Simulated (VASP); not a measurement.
## SbPt: relaxation of cell and atoms with PBEsol

The system is SbPt.

```
Sb Pt
1.0
     3.86892    0.00000    0.00000
    -1.93446    3.35059    0.00000
     0.00000    0.00000    5.16091
Sb Pt
2 2
Direct
  0.33333 0.66667 0.25000
  0.66667 0.33333 0.75000
  0.00000 0.00000 0.00000
  0.00000 0.00000 0.50000
```

| Property | Result |
| --- | --- |
| Program | VASP 6.6.1 |
| Task | relaxation of cell and atoms |
| Functional | PBEsol |
| Potentials or basis | VASP PAW PBE potentials, release 64 (Sb, Pt) |
| Cutoff | 600 eV |
| k mesh | 12 × 12 × 8 |
| Occupations | gaussian, width 0.1 eV |
| Spin | no spin polarisation |
| Target pressure | 50 GPa |
| Dipole correction | no |
| Further INCAR settings | ALGO = Normal; EDIFF = 1e-06; IBRION = 2; EDIFFG = -0.008; NSW = 70; ISIF = 3 |

```json
{
 "Relaxed volume": "16.71 Å³/atom",
 "Relaxed cell": "a = 3.851 Å, b = 3.851 Å, c = 5.204 Å, α = 90.00°, β = 90.00°, γ = 120.00°",
 "Space group after relaxing (to 0.1 Å)": "P6_3/mmc (No. 194)",
 "Energy change on relaxing (the run minimises the enthalpy)": "+4.5 meV/atom",
 "Ionic steps": "5",
 "Pressure after relaxing": "50.0 GPa",
 "Band gap on the k mesh": "zero (bands 15 and 16 overlap by 5.27 eV)"
}
```

Step by step:
| step | energy change (eV) | largest force (eV/Å) | pressure (GPa) | volume (Å³) |
| --- | --- | --- | --- | --- |
| 1 | 0.0000 | 0.0000 | 49.88 | 66.90 |
| 2 | 0.0335 | 0.0000 | 50.26 | 66.78 |
| 3 | 0.0297 | 0.0000 | 50.21 | 66.79 |
| 4 | -0.0352 | 0.0000 | 49.06 | 67.00 |
| 5 | 0.0182 | 0.0000 | 50.01 | 66.83 |

Final structure:
```cif
data_structure
_symmetry_space_group_name_H-M 'P 1'
_symmetry_Int_Tables_number 1
_cell_length_a 3.8506
_cell_length_b 3.8506
_cell_length_c 5.2043
_cell_angle_alpha 90.000
_cell_angle_beta 90.000
_cell_angle_gamma 120.000
_cell_volume 66.83
loop_
_atom_site_label
_atom_site_type_symbol
_atom_site_fract_x
_atom_site_fract_y
_atom_site_fract_z
_atom_site_occupancy
Sb1 Sb 0.33333 0.66667 0.25000 1
Sb2 Sb 0.66667 0.33333 0.75000 1
Pt1 Pt 0.00000 0.00000 0.00000 1
Pt2 Pt 0.00000 0.00000 0.50000 1
```

Levels at points of the mesh, in eV from the Fermi level:
| k point | band 12 | band 13 | band 14 | band 15 | band 16 | band 17 | band 18 | band 19 |
| --- | --- | --- | --- | --- | --- | --- | --- | --- |
| (0.00, 0.00, 0.00) | -3.13 | -0.32 | -0.32 | 0.73 | 1.99 | 2.46 | 4.44 | 4.44 |
| (0.50, 0.00, 0.00) | -3.93 | -3.67 | -3.38 | -3.08 | -0.04 | 2.13 | 4.23 | 4.41 |
| (0.00, 0.00, 0.50) | -5.08 | -1.20 | -1.20 | 2.76 | 2.76 | 2.76 | 2.76 | 4.63 |
| (0.50, 0.00, 0.50) | -4.45 | -4.24 | -4.24 | 0.07 | 0.07 | 2.42 | 2.42 | 4.07 |

Wall time 3.3 min on 1 thread of AMD EPYC 9R45 96-Core Processor (Zen 5), with other jobs on the host, peak memory 0.29 GiB.

Caveat: the cell is relaxed towards a set pressure, so the run minimises the enthalpy, not the energy; the PAW data sets were made with another functional, which shifts forces and pressure a little; spin-orbit coupling is left out, which moves the levels of the heavy elements.
